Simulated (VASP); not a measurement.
Runs of VASP 6.6.1 on Ti. The structure is that of space group P6/mmm (No. 191), or close to it. The cells are those of the table. This isn't the form of Ti at room conditions, which is hcp.

```tsv
cell	k mesh	smearing	gap on the mesh (eV)	pressure (GPa)
a = 4.705, b = 4.705, c = 2.796 Å, angles 90.0, 90.0, 120.0°, 3 atoms	12 × 12 × 18	gaussian 0.1 eV	none	-4.7
a = 4.614, b = 4.614, c = 2.808 Å, angles 90.0, 90.0, 120.0°, 3 atoms	12 × 12 × 18	gaussian 0.1 eV	none	(b)
a = 4.614, b = 4.614, c = 2.853 Å, angles 90.0, 90.0, 120.0°, 3 atoms	12 × 12 × 18	gaussian 0.1 eV	none	(a)
a = 4.705, b = 4.705, c = 2.774 Å, angles 90.0, 90.0, 120.0°, 3 atoms	12 × 12 × 18	gaussian 0.1 eV	none	-3.8
a = 4.659, b = 4.659, c = 2.791 Å, angles 90.0, 90.0, 120.0°, 3 atoms	12 × 12 × 18	gaussian 0.1 eV	none	(c)
a = 4.568, b = 4.568, c = 2.825 Å, angles 90.0, 90.0, 120.0°, 3 atoms	12 × 12 × 16	gaussian 0.15 eV	none	0.4
a = 4.505, b = 4.505, c = 2.791 Å, angles 90.0, 90.0, 120.0°, 3 atoms	12 × 12 × 14	gaussian 0.1 eV	none	5.5
a = 4.614, b = 4.614, c = 2.814 Å, angles 90.0, 90.0, 120.0°, 3 atoms	12 × 12 × 18	gaussian 0.1 eV	none	-1.3
```

Alike in all rows: task single point; level r2SCAN; potentials or basis VASP PAW PBE potentials, release 64 (Ti_sv); no spin polarisation; cutoff (eV) 520.

Question: Fill in the values left out.

Answer: (a) -3.0; (b) -1.1; (c) -2.5.

Caveats: the PAW data sets were made with another functional, which shifts forces and pressure a little; the stress differs along the axes, from -7 to 0 GPa (at least some runs); the stress differs along the axes, from -7 to 3 GPa (at least some runs); the stress differs along the axes, from -5 to 2 GPa (at least some runs); the cell stands under pressure (at least some runs).

A gap of «none» marks levels without a gap at the run's occupations.
